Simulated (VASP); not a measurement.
Set up this calculation in VASP 6.6.1, as the native input.

| Item | Value |
| --- | --- |
| Task | single point |
| Functional | PBEsol |
| Potentials or basis | VASP PAW PBE potentials, release 64 (Hf_pv, N) |
| Cutoff | 600 eV |
| k mesh | 10 × 10 × 10 |
| Occupations | fermi-dirac, width 0.01 eV |
| Spin | no spin polarisation |
| Dipole correction | no |
| Further INCAR settings | ALGO = Normal; EDIFF = 1e-06; NBANDS = 14 |

The structure of HfN lies in POSCAR:

```
HfN
1.0
    0.0000000000      2.2590000000      2.3041800000
    2.2590000000      0.0000000000      2.3041800000
    2.2590000000      2.2590000000      0.0000000000
Hf N
1 1
Direct
    0.0000000000      0.0000000000      0.0000000000
    0.5000000000      0.5000000000      0.5000000000
```

This cell differs from its parent crystal: zz strain of +2 %.

These files were run (other wordings do the same):

INCAR

```
PREC = Accurate
ENCUT = 600
EDIFF = 1E-6
ISMEAR = -1
SIGMA = 0.01
LREAL = False
LASPH = True
NELM = 120
ALGO = Normal
ISIF = 2
LWAVE = False
LCHARG = True
GGA = PS
LELF = True
LVHAR = True
NBANDS = 14
GGA_COMPAT = False
```

KPOINTS

```
regular mesh
0
Gamma
  10 10 10
```

Potentials or basis: VASP PAW PBE potentials, release 64 (Hf_pv, N).

Command:

```console
$ cat potpaw_PBE.64/Hf_pv/POTCAR potpaw_PBE.64/N/POTCAR > POTCAR
$ mpirun -np 1 vasp_std > vasp.out
```

It gave:

```
Pressure : -10.2 GPa
```

Caveat: the cell differs from its parent crystal (zz strain of +2 %); the PAW data sets were made with another functional, which shifts forces and pressure a little.

Run time: 35 s on 1 thread of Intel(R) Xeon(R) Platinum 8259CL CPU @ 2.50GHz (Skylake/Cascade Lake), on a shared host, peak memory 0.19 GiB.
